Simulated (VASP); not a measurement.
A run of VASP 6.6.1:

Contents of INCAR:

```
SYSTEM = Nb
  ALGO = Normal
  EDIFF = 1E-7
  ENCUT = 520
  GGA = RE
  ISIF = 2
  ISMEAR = -1
  LASPH = .TRUE.
  LCHARG = .TRUE.
  LELF = .TRUE.
  LREAL = .FALSE.
  LVHAR = .TRUE.
  LWAVE = .FALSE.
  NBANDS = 12
  NELM = 60
  PREC = Accurate
  SIGMA = 0.1069
```

Contents of KPOINTS:

```
k-points
0
G
  8 8 8
  0 0 0
```

File POSCAR:

```
Nb
1.0
   -1.6220660000      1.6220660000      1.6220660000
    1.6220660000     -1.6220660000      1.6220660000
    1.6220660000      1.6220660000     -1.6220660000
Nb
1
Direct
    0.0000000000      0.0000000000      0.0000000000
```

Potentials or basis: VASP PAW PBE potentials, release 64 (Nb_sv).

Command:

```console
$ cat potpaw_PBE.64/Nb_sv/POTCAR > POTCAR
$ mpirun -np 1 vasp_std > vasp.out
```

Hardware: 1 thread of Intel(R) Xeon(R) Platinum 8375C CPU @ 2.90GHz (Ice Lake), on a shared host.

Q: Estimate the wall time of this run.

A: Run time: 5.6 s on 1 thread of Intel(R) Xeon(R) Platinum 8375C CPU @ 2.90GHz (Ice Lake), with other jobs on the host, peak memory 0.13 GiB. Counts: scf iterations 14, k points 29.
